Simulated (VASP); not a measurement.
Rh, 1 atom in the cell. Symmetry: P6/mmm, No. 191, hexagonal system. Conventional cell: a = 2.639 Å, b = 2.639 Å, c = 2.546 Å, α = 90.00°, β = 90.00°, γ = 120.00°. Rh (site symmetry 6/mmm) has 8 Rh at 2.55 to 2.64 Å within 3.4 Å. 

* Program: VASP 6.6.1
* Task: single point
* Functional: PBE
* Potentials or basis: VASP PAW PBE potentials, release 64 (Rh_pv)
* Cutoff: 520 eV
* k mesh: 17 × 17 × 15
* Occupations: fermi-dirac, width 0.1 eV
* Spin: no spin polarisation
* Dipole correction: no
* Further INCAR settings: ALGO = Normal; EDIFF = 1e-07; NBANDS = 14

Potentials or basis: VASP PAW PBE potentials, release 64 (Rh_pv).

Command:

```sh
$ cat potpaw_PBE.64/Rh_pv/POTCAR > POTCAR
$ mpirun -np 1 vasp_std > vasp.out
```

Hardware: 1 thread of AMD EPYC 7R13 (shared host).

Estimate the wall time of this run.

Run time: 97 s on 1 thread of AMD EPYC 7R13 (shared host), peak memory 0.13 GiB. Counts: scf iterations 12, k points 264.
